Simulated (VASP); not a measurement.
A run of VASP 6.6.1 is set up as follows.

INCAR

```
PREC = Accurate
ENCUT = 600
EDIFF = 1E-6
ISMEAR = 0
SIGMA = 0.15
LREAL = False
LASPH = True
NELM = 120
ALGO = Normal
ISIF = 2
LWAVE = False
LCHARG = False
GGA = PE
NBANDS = 21
GGA_COMPAT = False
```

File KPOINTS:

```
regular mesh
0
Gamma
  3 3 2
```

File POSCAR:

```
Be3TeSe2
1.0
    4.8922822129      0.0000000000      0.0000000000
   -2.4461411065      4.2368406789      0.0000000000
    0.0000000000      0.0000000000      5.3234251551
Be Te Se
3 1 2
Direct
    0.0000000000      0.0000000000      0.1854973004
    0.3333333333      0.6666666667      0.2264916737
    0.6666666667      0.3333333333      0.2264916737
    0.0000000000      0.0000000000      0.6916103181
    0.3333333333      0.6666666667      0.6423051020
    0.6666666667      0.3333333333      0.6423051020
```

Potentials or basis: VASP PAW PBE potentials, release 64 (Be, Te, Se).

Launch:

```bash
$ cat potpaw_PBE.64/Be/POTCAR potpaw_PBE.64/Te/POTCAR potpaw_PBE.64/Se/POTCAR > POTCAR
$ mpirun -np 1 vasp_std > vasp.out
```

(1) Estimate the largest force.

(2) What does it give for the pressure?

Answers

(1) 0.045 eV/Å.

(2) 0.0 GPa.

Caveat: the k points lie up to 0.59 Å⁻¹ apart.
